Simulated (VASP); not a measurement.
A run of VASP 6.6.1 is set up as follows.

The input INCAR:

```
SYSTEM = Mg4H
ALGO = Normal
DIPOL = 0.5 0.5 0.329
EDIFF = 1E-6
EDIFFG = -0.025
ENCUT = 520
GGA = PS
IBRION = 2
IDIPOL = 3
ISIF = 2
ISMEAR = 0
LASPH = .True.
LCHARG = .False.
LDIPOL = .True.
LREAL = .False.
LWAVE = .False.
NELM = 60
NSW = 36
PREC = Accurate
SIGMA = 0.1
```

KPOINTS

```
k-points
0
Gamma
  8 5 1
  0 0 0
```

The input POSCAR:

```
Mg4H
1.0
    3.1881999939      0.0000000000      0.0000000000
    0.0000000000      5.1084658709      0.0000000000
    0.0000000000      0.0000000000     19.1358427726
Mg H
4 1
Selective dynamics
Direct
    0.0000000000      0.7500000000      0.2090318178  F F F
    0.5000000000      0.2500000000      0.2571276385  F F F
    0.5000000000      0.7500000000      0.3576109084  F F F
    0.0000000000      0.2500000000      0.3990335238  F F F
    0.5000000000      0.3750000000      0.4229206424  F F T
```

Potentials or basis: VASP PAW PBE potentials, release 64 (Mg, H).

Command:

```bash
$ cat potpaw_PBE.64/Mg/POTCAR potpaw_PBE.64/H/POTCAR > POTCAR
$ mpirun -np 1 vasp_std > vasp.out
```

Question: Predict the energy gained by relaxing.

Answer: 23.2 meV/atom.

Question: What does it give for the band gap on the k mesh?

Answer: Zero (an odd number of electrons rules out a gap without spin polarisation).

Final structure:
```
Mg H
1.0
     3.18820    0.00000    0.00000
     0.00000    5.10847    0.00000
     0.00000    0.00000   19.13584
Mg H
4 1
Direct
  0.00000 0.75000 0.20903
  0.50000 0.25000 0.25713
  0.50000 0.75000 0.35761
  0.00000 0.25000 0.39903
  0.50000 0.37500 0.44187
```
